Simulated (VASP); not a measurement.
## CsH: single point with r2SCAN

The system is CsH.

```xyz
4
Lattice="3.3155 3.3155 0.0000 -3.3155 3.3155 0.0000 0.0000 0.0000 6.6310" Properties=species:S:1:pos:R:3 pbc="T T T"
Cs    0.0000    0.0000    0.0000
Cs    0.0000    3.3155    3.3155
H     0.0000    3.3155    0.0000
H     0.0000    0.0000    3.3155
```

This cell differs from its parent crystal: equal strain along all axes, cell held: +4.0 %.

```yaml
Program: VASP 6.6.1
Task: single point
Functional: r2SCAN
Potentials_or_basis: VASP PAW PBE potentials, release 64 (Cs_sv, H)
Cutoff: 520 eV
k_mesh: 6 × 6 × 4
Occupations: gaussian, width 0.02 eV
Spin: no spin polarisation
Dipole_correction: no
Further_INCAR_settings: ALGO = Normal; EDIFF = 1e-06; NBANDS = 18
```

```yaml
Pressure: -0.9 GPa
Band_gap_on_the_k_mesh: 2.77 eV
```

Levels at points of the mesh, in eV from the valence-band top:
```tsv
k point	band 7	band 8	band 9	band 10	band 11	band 12	band 13	band 14
(0.00, 0.00, 0.00)	-8.26	-8.26	-1.42	-0.85	3.69	5.62	5.67	5.67
(0.50, 0.00, 0.00)	-8.32	-8.32	-0.33	-0.33	3.72	3.72	4.51	4.51
(0.50, 0.50, 0.00)	-8.45	-8.45	-0.85	-0.85	3.69	3.69	5.62	5.62
(0.00, 0.00, 0.50)	-8.35	-8.35	-0.80	-0.80	4.42	4.42	4.66	4.66
(0.50, 0.00, 0.50)	-8.32	-8.32	0.00	0.00	2.77	2.77	5.28	5.28
(0.50, 0.50, 0.50)	-8.47	-8.47	-0.53	-0.53	4.50	4.50	4.50	4.50
```

It took 3.3 min on 1 thread of AMD EPYC 7R13 Processor (Zen 3), on a shared host, peak memory 0.26 GiB.

Caveat: the cell differs from its parent crystal (equal strain along all axes, cell held: +4.0 %); the PAW data sets were made with another functional, which shifts forces and pressure a little; spin-orbit coupling is left out, which moves the levels of the heavy elements. A k mesh can miss the band edges.
